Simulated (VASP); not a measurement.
# AlN (Cm) in VASP: further runs, part 2 of 2

VASP 6.6.1. Earlier steps stand in the parts before.

## 3. Single point, PBE (atom 1 (Al) moved +0.200 Å along Cartesian [1 1 0])

The input, INCAR:

```
  PREC = Accurate
  ENCUT = 520
  EDIFF = 1E-7
  ISMEAR = 0
  SIGMA = 0.05
  LREAL = False
  LASPH = True
  NELM = 100
  ALGO = Normal
  ISIF = 2
  LWAVE = False
  LCHARG = False
  GGA = PE
  NBANDS = 26
```

The input, KPOINTS:

```
regular mesh
0
Gamma
  6 6 6
```

The input, POSCAR:

```
AlN
1.0
    4.3679871192      0.0000000000      0.0000000000
    0.0000000000     -4.3679871192      0.0000000000
    0.0000000000      0.0000000000     -4.3679871192
Al N
4 4
Direct
    0.0323767796      0.4676232204      0.5000000000
    0.5000000000      0.0000000000      0.5000000000
    0.5000000000      0.5000000000      0.0000000000
    0.0000000000      0.0000000000      0.0000000000
    0.7500000000      0.7500000000      0.7500000000
    0.2500000000      0.2500000000      0.7500000000
    0.2500000000      0.7500000000      0.2500000000
    0.7500000000      0.2500000000      0.2500000000
```

Potentials or basis: VASP PAW PBE potentials, release 64 (Al, N).

Run with:

```sh
> cat potpaw_PBE.64/Al/POTCAR potpaw_PBE.64/N/POTCAR > POTCAR
> mpirun -np 1 vasp_std > vasp.out
```

OUTCAR:

```text
PREC = Accurate
   ENCUT = 520
   EDIFF = 1E-7
   ISMEAR = 0
   LREAL = False
   LASPH = True
   NELM = 100
   ISIF = 2
   GGA = PE

 ion  position               nearest neighbor table
   1  0.032  0.468  0.500-   6 1.73   7 1.90   8 1.90   5 2.06   2 2.89   3 2.99   4 2.99   3 2.99
                             4 2.99   2 3.10   2 3.10   4 3.19   4 3.19   3 3.19   3 3.19   2 3.29
   2  0.500  0.000  0.500-   5 1.89   6 1.89   7 1.89   8 1.89   1 2.89   3 3.09   4 3.09   3 3.09
                             4 3.09   3 3.09   3 3.09   4 3.09   4 3.09   1 3.10   1 3.10   1 3.29
   3  0.500  0.500  0.000-   5 1.89   6 1.89   7 1.89   8 1.89   1 2.99   1 2.99   4 3.09   2 3.09
                             2 3.09   2 3.09   4 3.09   2 3.09   4 3.09   4 3.09   1 3.19   1 3.19
   4  0.000  0.000  0.000-   5 1.89   6 1.89   7 1.89   8 1.89   1 2.99   1 2.99   3 3.09   2 3.09
                             2 3.09   3 3.09   2 3.09   3 3.09   2 3.09   3 3.09   1 3.19   1 3.19
   5  0.750  0.750  0.750-   2 1.89   3 1.89   4 1.89   1 2.06
   6  0.250  0.250  0.750-   1 1.73   2 1.89   3 1.89   4 1.89
   7  0.250  0.750  0.250-   2 1.89   3 1.89   4 1.89   1 1.90
   8  0.750  0.250  0.250-   2 1.89   3 1.89   4 1.89   1 1.90

[... 200 lines left out ...]
 cond. band min:       8.6934836130   @ k =   0.0000   0.0000   0.0000
 fundamental gap:      2.5120954909
 Fermi energy:         6.4624778535

 k-point     1 :       0.0000    0.0000    0.0000
  band No.  band energies     occupation
      1      -9.0784      2.00000
      2      -6.6921      2.00000
      3      -6.3219      2.00000
      4      -5.9770      2.00000
      5       1.0025      2.00000
      6       1.0033      2.00000
[... 685 lines left out ...]
     25      16.8086      0.00000
     26      16.9024      0.00000

 [... further k-points ...]
[... 5 lines left out ...]
  --------------------------------------------------------------------------------------
  -------------------------------------------------------------------------------------
  Total        2.9009067      2.9009067      3.6551036      0.8459833     -1.4834537     -1.4834537
  in kB       55.7699549     55.7699549     70.2693962     16.2640359    -28.5194101    -28.5194102
  external PRESSURE =      60.6031020 kB  Pullay stress =       0.0000000 kB

 VOLUME and BASIS-vectors are now :
 -----------------------------------------------------------------------------
  energy-cutoff  :      520.00
  volume of cell :       83.34
      direct lattice vectors                 reciprocal lattice vectors
     4.367987119  0.000000000  0.000000000     0.228938404  0.000000000  0.000000000
     0.000000000 -4.367987119  0.000000000     0.000000000 -0.228938404  0.000000000
     0.000000000  0.000000000 -4.367987119     0.000000000  0.000000000 -0.228938404

 POSITION                                       TOTAL-FORCE (eV/Angst)
 -----------------------------------------------------------------------------------
      0.14142     -2.04257     -2.18399        -3.128563     -3.128563      1.167667
      2.18399      0.00000     -2.18399         0.698374      0.698374     -0.028798
      2.18399     -2.18399      0.00000         0.677629     -0.473363      0.027212
      0.00000      0.00000      0.00000        -0.473363      0.677629      0.027212
      3.27599     -3.27599     -3.27599         0.486337      0.486337      0.285351
      1.09200     -1.09200     -3.27599         1.371092      1.371092     -1.358307
      1.09200     -3.27599     -1.09200         0.134919      0.233574     -0.060169
      3.27599     -1.09200     -1.09200         0.233574      0.134919     -0.060169
 -----------------------------------------------------------------------------------
    total drift:                               -0.000109     -0.000109      0.000103

  FREE ENERGIE OF THE ION-ELECTRON SYSTEM (eV)
  ---------------------------------------------------
  free  energy   TOTEN  =       -58.9304988953 eV

  energy  without entropy=      -58.9304988953  energy(sigma->0) =      -58.93049890
```

OSZICAR:

```text
N       E                     dE             d eps       ncg     rms          rms(c)
DAV:   1     0.109167616121E+03    0.10917E+03   -0.14538E+04  3552   0.109E+03
DAV:   2    -0.592766705303E+02   -0.16844E+03   -0.15833E+03  4716   0.230E+02
DAV:   3    -0.684873063106E+02   -0.92106E+01   -0.91643E+01  4698   0.551E+01
DAV:   4    -0.685704343563E+02   -0.83128E-01   -0.83080E-01  4296   0.594E+00
DAV:   5    -0.685716694595E+02   -0.12351E-02   -0.12349E-02  4756   0.726E-01    0.174E+01
DAV:   6    -0.588961017712E+02    0.96756E+01   -0.30130E+01  4488   0.294E+01    0.611E+00
DAV:   7    -0.589615888389E+02   -0.65487E-01   -0.17418E+00  4316   0.671E+00    0.415E+00
DAV:   8    -0.589406026101E+02    0.20986E-01   -0.17949E-01  4428   0.285E+00    0.672E-01
DAV:   9    -0.589296567113E+02    0.10946E-01   -0.44404E-02  4760   0.113E+00    0.358E-01
DAV:  10    -0.589304764250E+02   -0.81971E-03   -0.43967E-03  4258   0.365E-01    0.120E-01
DAV:  11    -0.589304969833E+02   -0.20558E-04   -0.28767E-04  4552   0.134E-01    0.495E-02
DAV:  12    -0.589304976247E+02   -0.64145E-06   -0.97862E-05  4354   0.565E-02    0.171E-02
DAV:  13    -0.589304984716E+02   -0.84692E-06   -0.36450E-06  4812   0.159E-02    0.782E-03
DAV:  14    -0.589304988844E+02   -0.41274E-06   -0.15682E-06  4102   0.868E-03    0.158E-03
DAV:  15    -0.589304988953E+02   -0.10922E-07   -0.41595E-07  4552   0.385E-03
   1 F= -.58930499E+02 E0= -.58930499E+02  d E =-.245648E-17
```

stdout:

```text
POSCAR found type information on POSCAR AlN
 POSCAR found :  2 types and       8 ions
 scaLAPACK will be used
 LDA part: xc-table for (Slater+PW92), standard interpolation
 POSCAR, INCAR and KPOINTS ok, starting setup
 FFT: planning ... GRIDC
 FFT: planning ... GRID_SOFT
 FFT: planning ... GRID
 WAVECAR not read
 entering main loop
```

It took 57 s on 1 thread of Intel Xeon 6975P-C (Granite Rapids), shared host; peak memory 0.24 GiB.

What came out:

| Item | Value |
| --- | --- |
| Free energy | -58.9305 eV |
| Pressure | 6.1 GPa |
| Largest force | 4.576 eV/Å |
| Band gap on the k mesh | 2.51 eV |

Forces on the atoms (eV/Å):
```
Al  -3.129 -3.129  1.168
Al   0.698  0.698 -0.029
Al   0.678 -0.473  0.027
Al  -0.473  0.678  0.027
N    0.486  0.486  0.285
N    1.371  1.371 -1.358
N    0.135  0.234 -0.060
N    0.234  0.135 -0.060
```

Levels at points of the mesh, in eV from the valence-band top:
| k point | band 13 | band 14 | band 15 | band 16 | band 17 | band 18 | band 19 | band 20 |
| --- | --- | --- | --- | --- | --- | --- | --- | --- |
| (0.00, 0.00, 0.00) | -1.82 | -0.27 | -0.18 | 0.00 | 2.51 | 3.14 | 3.44 | 4.14 |
| (0.50, 0.00, 0.00) | -1.55 | -1.43 | -0.95 | -0.78 | 5.16 | 5.75 | 5.86 | 6.34 |
| (0.00, 0.00, 0.50) | -1.19 | -1.17 | -1.15 | -1.09 | 5.08 | 5.75 | 5.86 | 6.37 |
| (0.50, 0.50, 0.00) | -0.89 | -0.74 | -0.67 | -0.56 | 6.92 | 7.59 | 7.61 | 8.17 |
| (0.00, 0.50, 0.50) | -1.16 | -0.93 | -0.54 | -0.31 | 6.92 | 7.58 | 7.64 | 8.11 |
| (0.50, 0.50, 0.50) | -0.54 | -0.46 | -0.45 | -0.15 | 6.93 | 7.08 | 7.15 | 7.25 |

Caveat: the cell differs from its parent crystal (atom 1 (Al) moved +0.200 Å along Cartesian [1 1 0]); the cell stands under pressure; forces of over 1 eV/Å act on the atoms, so gaps and moduli don't describe the material at rest.

## 4. Single point, PBE (atom 1 (Al) moved +0.250 Å along Cartesian [1 1 0])

The input, INCAR:

```
SYSTEM = AlN
PREC = Accurate
ENCUT = 520
EDIFF = 1E-6
ISMEAR = 0
SIGMA = 0.05
LREAL = .FALSE.
LASPH = .TRUE.
NELM = 80
ALGO = Normal
ISIF = 2
LWAVE = .FALSE.
LCHARG = .FALSE.
GGA = PE
NBANDS = 26
```

The input, KPOINTS:

```
Automatic mesh
0
G
  6 6 6
  0 0 0
```

Edit POSCAR of step 3 so:

```diff
@@ -8,3 +8,3 @@
 Direct
-    0.0323767796      0.4676232204      0.5000000000
+    0.0404709745      0.4595290255      0.5000000000
     0.5000000000      0.0000000000      0.5000000000
```

Run with:

```sh
> cat potpaw_PBE.64/Al/POTCAR potpaw_PBE.64/N/POTCAR > POTCAR
> mpirun -np 1 vasp_std > vasp.out
```

Run time: 43 s. Hardware: 1 thread of Intel Xeon 6975P-C (Granite Rapids), shared host; peak memory 0.24 GiB.

It converged, with:

| Item | Value |
| --- | --- |
| Free energy | -58.6782 eV |
| Pressure | 6.9 GPa |
| Largest force | 5.982 eV/Å |
| Band gap on the k mesh | 2.27 eV |

Forces in eV/Å, atoms in the order of the input:
```
Al  -4.019 -4.019  1.864
Al   0.883  0.883 -0.045
Al   0.842 -0.590  0.042
Al  -0.590  0.842  0.042
N    0.517  0.517  0.276
N    1.906  1.906 -1.994
N    0.156  0.305 -0.092
N    0.305  0.156 -0.092
```

Stress tensor (GPa, compression positive):
```
 6.11  2.52 -3.79
 2.52  6.11 -3.79
-3.79 -3.79  8.48
```

Levels at points of the mesh, in eV from the valence-band top:
```csv
k point,band 14,band 15,band 16,band 17,band 18,band 19
"(0.00, 0.00, 0.00)",-0.33,-0.23,0.00,2.27,3.08,3.41
"(0.50, 0.00, 0.00)",-1.56,-0.97,-0.75,4.93,5.67,5.81
"(0.00, 0.00, 0.50)",-1.24,-1.20,-1.11,4.81,5.68,5.80
"(0.50, 0.50, 0.00)",-0.82,-0.71,-0.59,6.67,7.51,7.55
"(0.00, 0.50, 0.50)",-1.05,-0.57,-0.28,6.66,7.50,7.58
"(0.50, 0.50, 0.50)",-0.48,-0.47,-0.09,6.77,6.95,7.06
```

Caveat: the cell differs from its parent crystal (atom 1 (Al) moved +0.250 Å along Cartesian [1 1 0]); the cell stands under pressure; forces of over 1 eV/Å act on the atoms, so gaps and moduli don't describe the material at rest.

## 5. Single point, PBE (atom 1 (Al) moved +0.150 Å along Cartesian [1 1 0])

The input, INCAR:

```
PREC = Accurate
ENCUT = 520
EDIFF = 1E-7
ISMEAR = 0
SIGMA = 0.05
LREAL = F
LASPH = T
NELM = 80
ALGO = Normal
ISIF = 2
LWAVE = F
LCHARG = F
GGA = PE
NBANDS = 26
```

The input, KPOINTS:

```
regular mesh
0
Gamma
  6 6 6
```

Edit POSCAR of step 4 so:

```diff
@@ -8,3 +8,3 @@
 Direct
-    0.0404709745      0.4595290255      0.5000000000
+    0.0242825847      0.4757174153      0.5000000000
     0.5000000000      0.0000000000      0.5000000000
```

Run with:

```sh
> cat potpaw_PBE.64/Al/POTCAR potpaw_PBE.64/N/POTCAR > POTCAR
> mpirun -np 1 vasp_std > vasp.out
```

Run time: 54 s. Hardware: 1 thread of Intel Xeon 6975P-C (Granite Rapids), shared host; peak memory 0.24 GiB.

The run converged. Its results:

- Free energy: -59.1220 eV
- Pressure: 5.4 GPa
- Largest force: 3.309 eV/Å
- Band gap on the k mesh: 2.74 eV

Forces in eV/Å, atoms in the order of the input:
```
Al  -2.295 -2.295  0.646
Al   0.520  0.520 -0.016
Al   0.511 -0.356  0.015
Al  -0.356  0.511  0.015
N    0.425  0.425  0.271
N    0.920  0.920 -0.862
N    0.110  0.166 -0.034
N    0.166  0.110 -0.034
```

Stress tensor (GPa, compression positive):
```
 5.15  0.92 -2.03
 0.92  5.15 -2.03
-2.03 -2.03  5.94
```

Levels at points of the mesh, in eV from the valence-band top:
```csv
k point,band 12,band 13,band 14,band 15,band 16,band 17,band 18,band 19,band 20,band 21
"(0.00, 0.00, 0.00)",-1.86,-1.79,-0.20,-0.12,0.00,2.74,3.19,3.46,4.14,8.42
"(0.50, 0.00, 0.00)",-2.67,-1.40,-1.30,-0.94,-0.82,5.39,5.82,5.91,6.28,9.93
"(0.00, 0.00, 0.50)",-2.50,-1.12,-1.11,-1.10,-1.07,5.34,5.82,5.92,6.31,10.01
"(0.50, 0.50, 0.00)",-2.20,-0.79,-0.67,-0.63,-0.54,7.16,7.66,7.68,8.11,9.01
"(0.00, 0.50, 0.50)",-2.33,-0.99,-0.82,-0.52,-0.35,7.17,7.65,7.70,8.07,8.91
"(0.50, 0.50, 0.50)",-0.74,-0.51,-0.45,-0.44,-0.22,7.08,7.18,7.23,7.31,9.23
```

Caveat: the cell differs from its parent crystal (atom 1 (Al) moved +0.150 Å along Cartesian [1 1 0]); the cell stands under pressure; forces of over 1 eV/Å act on the atoms, so gaps and moduli don't describe the material at rest.

## 6. Summary

```tsv
cell	gap on the mesh (eV)	pressure (GPa)	largest force (eV/Å)
as given, atomic positions A	2.02	8.0	7.56
as given, atomic positions B	2.51	6.1	4.58
as given, atomic positions C	2.27	6.9	5.98
as given, atomic positions D	2.74	5.4	3.31
```

Alike in all rows: task single point; level PBE; potentials or basis VASP PAW PBE potentials, release 64 (Al, N); no spin polarisation; k mesh 6 × 6 × 6; cutoff (eV) 520; smearing gaussian 0.05 eV.

Caveats: the cell stands under pressure; forces of over 1 eV/Å act on the atoms, so gaps and moduli don't describe the material at rest.

Total energies depend on the potentials used, so only differences within one code and one set of settings carry meaning.
